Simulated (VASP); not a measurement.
# C (Fd-3m) in VASP: further runs, part 3 of 3

VASP 6.6.1.

## (4) Relaxation of cell and atoms, RPBE+D4

This run uses another cell than the first one, of 5.67 Å³/atom, 0.998 times its volume.

File INCAR:

```
SYSTEM = C
PREC = Accurate
ENCUT = 600
EDIFF = 1E-6
ISMEAR = -1
SIGMA = 0.05
LREAL = .FALSE.
LASPH = .TRUE.
NELM = 100
ALGO = Normal
ISIF = 3
LWAVE = .FALSE.
LCHARG = .FALSE.
GGA = RP
IVDW = 13
IBRION = 2
NSW = 80
EDIFFG = -0.02
```

File KPOINTS:

```
regular mesh
0
G
  13 13 13
  0 0 0
```

File POSCAR:

```
C
1.0
    0.0000000000      1.7833700000      1.7833700000
    1.7833700000      0.0000000000      1.7833700000
    1.7833700000      1.7833700000      0.0000000000
C
2
Direct
    0.7500000000      0.7500000000      0.7500000000
    0.5000000000      0.5000000000      0.5000000000
```

Potentials or basis: VASP PAW PBE potentials, release 64 (C).

Launch:

```console
cat potpaw_PBE.64/C/POTCAR > POTCAR
mpirun -np 1 vasp_std > vasp.out
```

OUTCAR:

```text
SYSTEM = C
   PREC = Accurate
   ENCUT = 600
   EDIFF = 1E-6
   ISMEAR = -1
   LREAL = .FALSE.
   LASPH = .TRUE.
   NELM = 100
   ISIF = 3
   GGA = RP
   IVDW = 13
   IBRION = 2
   NSW = 80
   EDIFFG = -0.02

 ion  position               nearest neighbor table
   1  0.750  0.750  0.750-   2 1.54   2 1.54   2 1.54   2 1.54
   2  0.500  0.500  0.500-   1 1.54   1 1.54   1 1.54   1 1.54

  LATTYP: Found a face centered cubic cell.
 ALAT       =     3.5667400000

  Lattice vectors:

 A1 = (   0.0000000000,   1.7833700000,   1.7833700000)
 A2 = (   1.7833700000,   0.0000000000,   1.7833700000)
 A3 = (   1.7833700000,   1.7833700000,   0.0000000000)

Analysis of symmetry for initial positions (statically):
=====================================================================
 Subroutine PRICEL returns:
 Original cell was already a primitive cell.

 Routine SETGRP: Setting up the symmetry group for a
 face centered cubic supercell.

 Subroutine GETGRP returns: Found 48 space group operations
 (whereof 24 operations were pure point group operations)
 out of a pool of 48 trial point group operations.

The static configuration has the point symmetry T_d .
 The point group associated with its full space group is O_h .

Analysis of symmetry for dynamics (positions and initial velocities):
=====================================================================
 Subroutine PRICEL returns:
[... 149 lines left out ...]

 number of electron       7.9999999 magnetization

 Free energy of the ion-electron system (eV)
  ---------------------------------------------------
  ext. energy  EPLUGINS =         0.00000000
  ---------------------------------------------------
  free energy    TOTEN  =       -17.23454503 eV

  energy without entropy =      -17.23454503  energy(sigma->0) =      -17.23454503

------------------------ aborting loop because EDIFF is reached ----------------------------------------

  DFT-D4 for vdW energy calculation

  Edisp (eV):   -1.06404
[... 71 lines left out ...]
--------------------------------------- Ionic step        3  -------------------------------------------

 number of electron       7.9999999 magnetization

 Free energy of the ion-electron system (eV)
  ---------------------------------------------------
  ext. energy  EPLUGINS =         0.00000000
  ---------------------------------------------------
  free energy    TOTEN  =       -17.22331063 eV

  energy without entropy =      -17.22331063  energy(sigma->0) =      -17.22331063

 E-fermi :  10.9378     XC(G=0): -13.2411

 val. band max:       10.0604514848   @ k =   0.0000   0.0000   0.0000
 cond. band min:      14.2271544013   @ k =   0.3846   0.3846   0.0000
 fundamental gap:      4.1667029165
 Fermi energy:        10.9378364213

 k-point     1 :       0.0000    0.0000    0.0000
  band No.  band energies     occupation
      1     -11.6902      2.00000
      2      10.0605      2.00000
      3      10.0605      2.00000
      4      10.0605      2.00000
      5      15.6934      0.00000
      6      15.6934      0.00000
      7      15.6934      0.00000
      8      23.6685      0.00000
[... 243 lines left out ...]
 k-point    24 :       0.4615    0.1538    0.0000
  band No.  band energies     occupation
      1      -6.6223      2.00000
      2      -1.3392      2.00000
      3       5.5579      2.00000
      4       6.0900      2.00000
      5      17.2037      0.00000
      6      20.7684      0.00000
      7      21.1226      0.00000
      8      24.1750      0.00000

 [... further k-points ...]

------------------------ aborting loop because EDIFF is reached ----------------------------------------

  DFT-D4 for vdW energy calculation

  Edisp (eV):   -1.07855
[... 25 lines left out ...]
  FREE ENERGIE OF THE ION-ELECTRON SYSTEM (eV)
  ---------------------------------------------------
  free  energy   TOTEN  =       -18.3018633761 eV

  energy  without entropy=      -18.3018633760  energy(sigma->0) =      -18.30186338

 reached required accuracy - stopping structural energy minimisation
```

OSZICAR:

```text
N       E                     dE             d eps       ncg     rms          rms(c)
DAV:   1     0.274524875917E+01    0.27452E+01   -0.55497E+03  1400   0.108E+03
DAV:   2    -0.176809194966E+02   -0.20426E+02   -0.19599E+02  2240   0.123E+02
DAV:   3    -0.177967831570E+02   -0.11586E+00   -0.11586E+00  1400   0.120E+01
[... 18 lines left out ...]
DAV:   2    -0.172237282040E+02    0.99084E-03   -0.79264E-04  1440   0.288E-01    0.152E-01
DAV:   3    -0.172233139895E+02    0.41421E-03   -0.80846E-04  1456   0.232E-01    0.262E-02
DAV:   4    -0.172233129733E+02    0.10162E-05   -0.14477E-06  1336   0.177E-02    0.211E-02
DAV:   5    -0.172233106920E+02    0.22813E-05   -0.49067E-07   952   0.995E-03    0.402E-04
DAV:   6    -0.172233106288E+02    0.63173E-07   -0.16031E-08   672   0.163E-03
   3 F= -.18301863E+02 E0= -.18301863E+02  d E =-.328325E-02
```

CONTCAR:

```text
C
   1.00000000000000
    -0.0000000000000000    1.7747717371779839    1.7747717371779839
     1.7747717371779839    0.0000000000000000    1.7747717371779839
     1.7747717371779839    1.7747717371779839    0.0000000000000000
  C
     2
Direct
     0.7500000000000000    0.7500000000000000    0.7500000000000000
     0.5000000000000000    0.5000000000000000    0.5000000000000000

  0.00000000E+00  0.00000000E+00  0.00000000E+00
  0.00000000E+00  0.00000000E+00  0.00000000E+00
```

Run time: 41 s. Hardware: 1 thread of AMD EPYC 7R13, shared host; peak memory 0.09 GiB.

Results:

- Free energy: -18.3019 eV
- Relaxed volume: 5.59 Å³/atom
- Relaxed cell: a = 2.510 Å, b = 2.510 Å, c = 2.510 Å, α = 60.00°, β = 60.00°, γ = 60.00°
- Space group after relaxing (to 0.05 Å): Fd-3m (No. 227)
- Energy gained by relaxing: 1.6 meV/atom
- Ionic steps: 3
- Pressure after relaxing: 0.0 GPa
- Band gap on the k mesh: 4.17 eV, indirect (least direct gap 5.63 eV)
- Dispersion energy per atom: -0.539 eV

The path:
```tsv
step	energy change (eV)	largest force (eV/Å)	pressure (GPa)	volume (Å³)
1	0.0000	0.0000	-6.33	11.34
2	0.0019	0.0000	8.39	10.98
3	-0.0033	0.0000	-0.01	11.18
```

Final structure:
```
CELL_PARAMETERS angstrom
0.00000 1.77477 1.77477
1.77477 0.00000 1.77477
1.77477 1.77477 0.00000
ATOMIC_POSITIONS crystal
C 0.75000 0.75000 0.75000
C 0.50000 0.50000 0.50000
```

Caveat: the PAW data sets were made with another functional, which shifts forces and pressure a little.

## (5) Relaxation of cell and atoms, BLYP+D3(BJ)

This run uses another cell than the first one, of 5.67 Å³/atom, 0.998 times its volume.

File INCAR:

```
  PREC = Accurate
  ENCUT = 600
  EDIFF = 1E-7
  ISMEAR = -1
  SIGMA = 0.05
  LREAL = False
  LASPH = True
  NELM = 100
  ALGO = Normal
  ISIF = 3
  LWAVE = False
  LCHARG = False
  GGA = B5
  ALDAX = 1.0
  AGGAX = 1.0
  AGGAC = 1.0
  ALDAC = 0.0
  IVDW = 12
  VDW_S6 = 1.0
  VDW_S8 = 2.6996
  VDW_A1 = 0.4298
  VDW_A2 = 4.2359
  IBRION = 2
  NSW = 80
  EDIFFG = -0.01
```

File KPOINTS:

```
regular mesh
0
Gamma
  13 13 13
```

POSCAR is that of step 4.

Launch:

```console
cat potpaw_PBE.64/C/POTCAR > POTCAR
mpirun -np 1 vasp_std > vasp.out
```

It took 45 s on 1 thread of AMD EPYC 7R13, shared host; peak memory 0.1 GiB.

Results (log left out):

* Free energy: -17.4601 eV
* Relaxed volume: 5.68 Å³/atom
* Relaxed cell: a = 2.524 Å, b = 2.524 Å, c = 2.524 Å, α = 60.00°, β = 60.00°, γ = 60.00°
* Space group after relaxing (to 0.05 Å): Fd-3m (No. 227)
* Energy gained by relaxing: 0.0 meV/atom
* Ionic steps: 3
* Pressure after relaxing: 0.0 GPa
* Band gap on the k mesh: 4.47 eV, indirect (least direct gap 5.74 eV)
* Dispersion energy per atom: -0.368 eV

Final structure:
```
CELL_PARAMETERS angstrom
0.00000 1.78452 1.78452
1.78452 0.00000 1.78452
1.78452 1.78452 0.00000
ATOMIC_POSITIONS crystal
C 0.75000 0.75000 0.75000
C 0.50000 0.50000 0.50000
```

Levels at points of the mesh, in eV from the valence-band top:
| k point | band 1 | band 2 | band 3 | band 4 | band 5 | band 6 | band 7 | band 8 |
| --- | --- | --- | --- | --- | --- | --- | --- | --- |
| (0.00, 0.00, 0.00) | -21.17 | 0.00 | 0.00 | 0.00 | 5.74 | 5.74 | 5.74 | 13.39 |

Caveat: the PAW data sets were made with another functional, which shifts forces and pressure a little.

## (6) Single point, PBE

This run uses another cell than the first one, of 5.67 Å³/atom, 0.998 times its volume.

File INCAR:

```
SYSTEM = C
PREC = Accurate
ENCUT = 520
EDIFF = 1E-6
ISMEAR = -1
SIGMA = 0.06
LREAL = .False.
LASPH = .True.
NELM = 60
ALGO = Normal
ISIF = 2
LWAVE = .False.
LCHARG = .False.
GGA = PE
NBANDS = 11
```

File KPOINTS:

```
Automatic mesh
0
Gamma
  9 9 9
  0 0 0
```

POSCAR is that of step 5.

Potentials or basis: VASP PAW PBE potentials, release 64 (C).

Launch:

```console
cat potpaw_PBE.64/C/POTCAR > POTCAR
mpirun -np 1 vasp_std > vasp.out
```

Wall time 2.8 s (1 thread of Intel Xeon 6975P-C, shared host); peak memory 0.12 GiB.

It converged, with:

```
Free energy            : -18.1850 eV
Pressure               : 2.5 GPa
Band gap on the k mesh : 4.15 eV, indirect (least direct gap 5.59 eV)
```

Levels at points of the mesh, in eV from the valence-band top:
| k point | band 1 | band 2 | band 3 | band 4 | band 5 | band 6 | band 7 | band 8 | band 9 |
| --- | --- | --- | --- | --- | --- | --- | --- | --- | --- |
| (0.00, 0.00, 0.00) | -21.48 | 0.00 | 0.00 | 0.00 | 5.59 | 5.59 | 5.59 | 13.33 | 19.29 |

A k mesh can miss the band edges. Expect the measured gap to be larger: semilocal functionals such as PBE lack the derivative discontinuity.

## (7) The runs side by side

```csv
task,level,cell,k mesh,cutoff (eV),smearing,gap on the mesh (eV),pressure (GPa),relaxed volume (Å³/atom)
single point,BLYP+D3(BJ),"a = 2.524 Å, angles 60.0°, 2 atoms",13 × 13 × 13,520,fermi-dirac 0.05 eV,4.46,0.5,-
relaxation of cell and atoms,revPBE+D4,"relaxed from a = 2.522 Å, angles 60.0°, 2 atoms",13 × 13 × 13,600,fermi-dirac 0.05 eV,4.17,0.0,5.59
relaxation of cell and atoms,RPBE+D4,"relaxed from a = 2.522 Å, angles 60.0°, 2 atoms",13 × 13 × 13,600,fermi-dirac 0.05 eV,4.17,0.0,5.59
relaxation of cell and atoms,BLYP+D3(BJ),"relaxed from a = 2.522 Å, angles 60.0°, 2 atoms",13 × 13 × 13,600,fermi-dirac 0.05 eV,4.47,0.0,5.68
single point,PBE,"a = 2.522 Å, angles 60.0°, 2 atoms",9 × 9 × 9,520,fermi-dirac 0.06 eV,4.15,2.5,-
```

Alike in all rows: potentials or basis VASP PAW PBE potentials, release 64 (C); no spin polarisation.

Caveats: the PAW data sets were made with another functional, which shifts forces and pressure a little (some runs).

Total energies depend on the potentials used, so only differences within one code and one set of settings carry meaning.

## (8) Against experiment

Step 3. The cell as given is a measured one (5.67 Å³/atom); revPBE+D4 puts the equilibrium volume -1.5 % from it, thermal expansion not counted.

Step 4. The cell as given is a measured one (5.67 Å³/atom); RPBE+D4 puts the equilibrium volume -1.4 % from it, thermal expansion not counted.

Step 5. The cell as given is a measured one (5.67 Å³/atom); BLYP+D3(BJ) puts the equilibrium volume +0.2 % from it, thermal expansion not counted.
